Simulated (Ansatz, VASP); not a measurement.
# AlN in VASP and in Ansatz

File POSCAR:

```
AlN
1.0
    3.1135756528      0.0000000000      0.0000000000
   -1.5567878264      2.6964356119      0.0000000000
    0.0000000000      0.0000000000      4.9831268775
Al N
2 2
Direct
    0.3333333333      0.6666666667     -0.0177043213
    0.6666666667      0.3333333333      0.4822956787
    0.3333333333      0.6666666667      0.3997043213
    0.6666666667      0.3333333333      0.8997043213
```

The input INCAR.step1:

```
SYSTEM = AlN
PREC = Accurate
ENCUT = 520
ISMEAR = 0
SIGMA = 0.01
LREAL = .FALSE.
LASPH = .TRUE.
NELM = 100
NBANDS = 16
GGA = PE
ALGO = Normal
EDIFF = 1E-4
LWAVE = .TRUE.
LCHARG = .FALSE.
```

File INCAR.step2:

```
SYSTEM = AlN
PREC = Accurate
ENCUT = 520
EDIFF = 1E-6
ISMEAR = 0
SIGMA = 0.01
LREAL = .FALSE.
LASPH = .TRUE.
NELM = 100
ALGO = Normal
ISIF = 2
LWAVE = .FALSE.
LCHARG = .FALSE.
METAGGA = R2SCAN
LMIXTAU = .TRUE.
NBANDS = 16
ISTART = 1
```

File KPOINTS:

```
regular mesh
0
G
  9 9 6
  0 0 0
```

Input for Ansatz:

```yaml
crystal:
  lattice:
    - [3.1135756528, 0.0, 0.0]
    - [-1.5567878264, 2.6964356119, 0.0]
    - [0.0, 0.0, 4.9831268775]
  atoms:
    - { symbol: Al, position: [0.3333333333, 0.6666666667, -0.0177043213] }
    - { symbol: Al, position: [0.6666666667, 0.3333333333, 0.4822956787] }
    - { symbol: "N", position: [0.3333333333, 0.6666666667, 0.3997043213] }
    - { symbol: "N", position: [0.6666666667, 0.3333333333, 0.8997043213] }
basis:
  ecutwfc: 500
  xc_grid: 2
kpoints:
  mp_grid: { grid: [9, 9, 6] }
hamiltonian:
  xc: r2scan
  pseudopotentials: { kind: paw, azcp: { folder: soft_1 } }
scf:
  occupations: { method: fixed }
output:
  forces: true
  stress: true
  eigenvalues: true
  polarization: {}
```

Change from the starting cell: polar distortion scaled by 0.70.

Alike in both runs: task single point; functional r2SCAN; k mesh 9 × 9 × 6; no spin polarisation.

|  | VASP | Ansatz |
| --- | --- | --- |
| version | VASP 6.6.1 | Ansatz 0.2.0 |
| potentials or method | VASP PAW PBE potentials, release 64 (Al, N), cutoff 520 eV | scalar-relativistic, plane waves, PAW |
| occupations | gaussian, width 0.01 eV | fixed |
| valence electrons in the cell | 16 | 16 |

```csv
,VASP,Ansatz,Ansatz less VASP
gap on the k mesh at the Fermi level (eV),4.27,4.22,-0.043
least direct gap on the mesh (eV),4.27,4.22,-0.043
pressure (GPa),0.4,0.8,+0.33
"traceless stress, the component that is largest in VASP (GPa)",-10.99,-10.85,+0.140
rms of the force components (eV/Å),0.774,0.763,-0.0111
```

VASP's potentials were made for PBE, not for r2SCAN. Atom by atom the forces differ by 0.011 eV/Å (rms over components).
